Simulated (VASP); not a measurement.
## Ge: single point with RPBE

**What was measured.**

From “Electronic and optical properties of SixGe1-x-ySny alloys lattice-matched to Ge”, 2021, arxiv:2109.02782, for a bulk crystal of Ge at 293 K: band gap 0.666 eV (indirect).

Ge:

```
Ge
1.0
     0.00000    2.90795    2.90795
     2.90795    0.00000    2.90795
     2.90795    2.90795    0.00000
Ge
2
Direct
  0.75000 0.75000 0.75000
  0.50000 0.50000 0.50000
```

```yaml
Program: VASP 6.6.1
Task: single point
Functional: RPBE
Potentials_or_basis: VASP PAW PBE potentials, release 64 (Ge_d)
Cutoff: 520 eV
k_mesh: 8 × 8 × 8
Occupations: fermi-dirac, width 0.05 eV
Spin: no spin polarisation
```

* Pressure: -0.1 GPa
* Band gap on the k mesh: zero (filled and empty bands touch)

Levels at points of the mesh, in eV from the Fermi level:
```tsv
k point	band 11	band 12	band 13	band 14	band 15	band 16	band 17	band 18
(0.00, 0.00, 0.00)	-12.10	-0.56	0.03	0.03	0.03	2.56	2.56	2.56
(0.50, 0.00, 0.00)	-10.21	-7.18	-1.25	-1.25	0.06	3.75	3.75	7.27
(0.50, 0.50, 0.00)	-8.53	-8.53	-2.76	-2.76	0.96	0.96	8.92	8.92
```

Run time: 9.1 s on 1 thread of Intel(R) Xeon(R) 6975P-C (Granite Rapids), with other jobs on the host, peak memory 0.18 GiB.

A measured gap of Ge is 0.666 eV (indirect; 293 K; “Electronic and optical properties of SixGe1-x-ySny alloys lattice-matched to Ge”, 2021, arxiv:2109.02782); the calculated 0.00 eV misses it by -0.67 eV. 3 values of this kind are on record (0.666 to 0.807 eV); this one was drawn at random among those near their median. Spin-orbit coupling on Ge is left out. The value is that of RPBE on a finite k mesh, which can miss the band edges, without temperature or zero-point motion. Semilocal functionals fall short of measured gaps as a rule.

Caveat: the PAW data sets were made with another functional, which shifts forces and pressure a little.
